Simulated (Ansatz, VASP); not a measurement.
## CdF2 in VASP and in Ansatz

```
Cd F
1.0
     0.00000    2.67592    2.67592
     2.67592    0.00000    2.67592
     2.67592    2.67592    0.00000
Cd F
1 2
Direct
  0.00000 0.00000 0.00000
  0.25000 0.25000 0.25000
  0.75000 0.75000 0.75000
```

Change from the starting cell: volume scaled by 0.98, PAW files.

Alike in both runs: task electric field gradients; functional LDA; k mesh 8 × 8 × 8; occupations fermi-dirac, width 0.02 eV; no spin polarisation.

```csv
,VASP,Ansatz
version,VASP 6.6.1,Ansatz 0.2.0
potentials or method,"VASP PAW LDA potentials, release 64 (Cd_sv_GW, F)","PAW with Ansatz's default frozen-core files, scalar-relativistic"
plane-wave cutoff (eV),520,420
valence electrons in the cell,34,34
```

|  | VASP | Ansatz | Ansatz less VASP |
| --- | --- | --- | --- |
| gap on the k mesh at the Fermi level (eV) | 2.88 | 2.88 | +0.001 |

LDA's correlation is that of Perdew and Zunger in VASP and of Perdew and Wang (1992) in Ansatz.
